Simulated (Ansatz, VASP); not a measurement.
**Two plane-wave programs on MoS2**

```
S Mo
1.0
     3.16100    0.00000    0.00000
    -1.58050    2.73751    0.00000
     0.00000    0.00000   29.15977
S Mo
4 2
Cartesian
  0.0000 1.8250 9.9933
  0.0000 1.8250 13.1205
  1.5805 0.9125 16.0393
  1.5805 0.9125 19.1664
  1.5805 0.9125 11.5577
  0.0000 1.8250 17.6021
```

Alike in both runs: functional PBE; dispersion D3(BJ); k mesh 9 × 9 × 1; occupations gaussian, width 0.05 eV; collinear spin.

Ansatz relaxed the structure, and its values are those at the end. VASP's run is a single point on that final structure, the one shown.

```csv
,VASP,Ansatz
version,VASP 6.6.1,Ansatz 0.2.0
potentials or method,"VASP PAW PBE potentials, release 64 (S, Mo_sv), cutoff 520 eV","scalar-relativistic, plane waves, PAW"
valence electrons in the cell,52,52
```

|  | VASP | Ansatz | Ansatz less VASP |
| --- | --- | --- | --- |
| gap on the k mesh at the Fermi level (eV) | 1.23 | 1.21 | -0.018 |
| rms of the force components (eV/Å) | 0.006 | 0.001 | -0.0051 |
| net moment per atom (μB) | 0.00 | 0.00 | 0.000 |

Ansatz's warnings: seeded moment not kept.
